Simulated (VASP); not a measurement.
TaN: single point with PBE

TaN:

```
Ta N
1.0
    -0.13202    2.14412    2.14412
     2.14412   -0.13202    2.14412
     2.14412    2.14412   -0.13202
Ta N
1 1
Direct
  0.50000 0.50000 0.50000
  0.00000 0.00000 0.00000
```

```
Program                : VASP 6.6.1
Task                   : single point
Functional             : PBE
Potentials or basis    : VASP PAW PBE potentials, release 64 (Ta_sv_GW, N)
Cutoff                 : 700 eV
k mesh                 : 20 × 20 × 20
Occupations            : gaussian, width 0.15 eV
Spin                   : no spin polarisation
Dipole correction      : no
Further INCAR settings : ALGO = Normal; EDIFF = 1e-06; NBANDS = 16
```

```yaml
Pressure: 0.5 GPa
Band_gap_on_the_k_mesh: zero (bands 9 and 10 overlap by 4.88 eV)
```

Stress tensor (GPa, compression positive):
```
0.49 4.39 4.39
4.39 0.49 4.39
4.39 4.39 0.49
```

Levels at points of the mesh, in eV from the Fermi level:
```tsv
k point	band 5	band 6	band 7	band 8	band 9	band 10	band 11	band 12	band 13	band 14
(0.00, 0.00, 0.00)	-18.65	-3.81	-3.81	-3.35	-2.53	-2.53	-1.22	0.27	0.27	1.79
(0.50, 0.00, 0.00)	-15.77	-10.20	-7.59	-6.71	1.04	1.11	3.26	4.02	7.07	7.44
(0.50, 0.50, 0.00)	-17.37	-6.54	-5.30	-4.76	-4.21	2.00	3.17	3.77	4.41	7.09
(0.50, 0.50, 0.50)	-15.51	-10.07	-7.90	-7.90	2.35	2.52	2.52	3.59	7.87	7.87
```

Run time: 3.8 min on 1 thread of Intel(R) Xeon(R) Platinum 8488C (Sapphire Rapids) (shared host), peak memory 0.55 GiB.

Caveat: spin-orbit coupling is left out, which moves the levels of the heavy elements.
